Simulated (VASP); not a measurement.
A run of VASP 6.6.1:

INCAR

```
SYSTEM = LaS
PREC = Accurate
ENCUT = 520
EDIFF = 1E-6
ISMEAR = 1
SIGMA = 0.01
LREAL = .False.
LASPH = .True.
NELM = 60
ALGO = Normal
ISIF = 2
LWAVE = .False.
LCHARG = .True.
LELF = .True.
LVHAR = .True.
NBANDS = 16
```

Contents of KPOINTS:

```
Automatic mesh
0
Gamma
  7 7 7
  0 0 0
```

POSCAR

```
LaS
1.0
    0.0000000000      2.9073551128      2.9073551128
    2.9073551128      0.0000000000      2.9073551128
    2.9073551128      2.9073551128      0.0000000000
La S
1 1
Direct
    0.0000000000      0.0000000000      0.0000000000
    0.5000000000      0.5000000000      0.5000000000
```

Potentials or basis: VASP PAW LDA potentials, release 64 (La, S).

Launch:

```console
$ cat potpaw_LDA.64/La/POTCAR potpaw_LDA.64/S/POTCAR > POTCAR
$ mpirun -np 1 vasp_std > vasp.out
```

Hardware: 1 thread of Intel(R) Xeon(R) 6975P-C (Granite Rapids), on a shared host.

Q: Estimate the wall time of this run.

A: Wall time 17 s on 1 thread of Intel(R) Xeon(R) 6975P-C (Granite Rapids), with other jobs on the host, peak memory 0.16 GiB. Counts: scf iterations 12, k points 20.
